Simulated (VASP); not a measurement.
Write the native input for VASP 6.6.1 that does the following.

```yaml
Task: single point
Functional: LDA
Potentials_or_basis: VASP PAW LDA potentials, release 64 (Rb_sv, Rh_pv, O)
Cutoff: 520 eV
k_mesh: 6 × 6 × 6
Occupations: methfessel-paxton, width 0.3 eV
Spin: no spin polarisation
Dipole_correction: no
Further_INCAR_settings: ALGO = Normal; EDIFF = 1e-07; NBANDS = 29
```

The structure of RbRhO3 lies in POSCAR:

```
RbRhO3
1.0
    4.0427080000      0.0000000000      0.0000000000
    0.0000000000      4.0427080000      0.0000000000
    0.0000000000      0.0000000000      4.0427080000
Rb Rh O
1 1 3
Direct
    0.0000000000      0.0000000000      0.0000000000
    0.5000000000      0.5000000000      0.5000000000
    0.5000000000      0.5000000000      0.0000000000
    0.5000000000      0.0000000000      0.5000000000
    0.0000000000      0.5000000000      0.5000000000
```

These files were run (other wordings do the same):

INCAR

```
PREC = Accurate
ENCUT = 520
EDIFF = 1E-7
ISMEAR = 1
SIGMA = 0.3
LREAL = F
LASPH = T
NELM = 100
ALGO = Normal
ISIF = 2
LWAVE = F
LCHARG = F
GGA = CA
NBANDS = 29
```

KPOINTS

```
regular mesh
0
Gamma
  6 6 6
```

Potentials or basis: VASP PAW LDA potentials, release 64 (Rb_sv, Rh_pv, O).

Command:

```console
$ cat potpaw_LDA.64/Rb_sv/POTCAR potpaw_LDA.64/Rh_pv/POTCAR potpaw_LDA.64/O/POTCAR > POTCAR
$ mpirun -np 1 vasp_std > vasp.out
```

It gave:

```json
{"Pressure": "-14.5 GPa", "Band gap on the k mesh": "zero (bands 21 and 22 overlap by 1.72 eV)"}
```

Caveat: the cell stands under tension; so wide a smearing shifts energies and pressures.

Wall time 87 s on 1 thread of Intel Xeon 8259CL, with other jobs on the host, peak memory 0.17 GiB.
